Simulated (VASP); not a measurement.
A run of VASP 6.6.1 is set up as follows.

The input INCAR:

```
ALGO = Normal
EDIFF = 1E-7
ENCUT = 520
GGA = CA
ISIF = 2
ISMEAR = 0
LASPH = T
LCHARG = T
LELF = T
LREAL = F
LVHAR = T
LWAVE = F
NBANDS = 35
NELM = 60
PREC = Accurate
SIGMA = 0.05
```

KPOINTS

```
k-points
0
Gamma
  6 6 10
```

Contents of POSCAR:

```
SnO2
1.0
    4.4687532592      0.0000000000      0.0000000000
    0.0000000000      5.0419983967      0.0000000000
    0.0000000000      0.0000000000      3.4059064555
Sn O
2 4
Direct
    0.5000000000      0.5000000000      0.5000000000
    0.0000000000      0.0000000000      0.0000000000
    0.3046577360      0.3114655650      0.0000000000
    0.8046577360      0.1885344350      0.5000000000
    0.1953422640      0.8114655650      0.5000000000
    0.6953422640      0.6885344350      0.0000000000
```

Potentials or basis: VASP PAW LDA potentials, release 64 (Sn_d, O).

Launch:

```console
$ cat potpaw_LDA.64/Sn_d/POTCAR potpaw_LDA.64/O/POTCAR > POTCAR
$ mpirun -np 1 vasp_std > vasp.out
```

Question: What does it give for the pressure?

Answer: -14.6 GPa.

Question: What does it give for the largest force?

Answer: 0.006 eV/Å.

Question: What does it give for the band gap on the k mesh?

Answer: 0.26 eV.

Forces on the atoms (eV/Å):
```
Sn   0.000  0.000  0.000
Sn   0.000  0.000  0.000
O   -0.006  0.000  0.000
O   -0.006  0.000  0.000
O    0.006  0.000  0.000
O    0.006  0.000  0.000
```

Caveat: the cell stands under tension; spin-orbit coupling is left out, which moves the levels of the heavy elements.
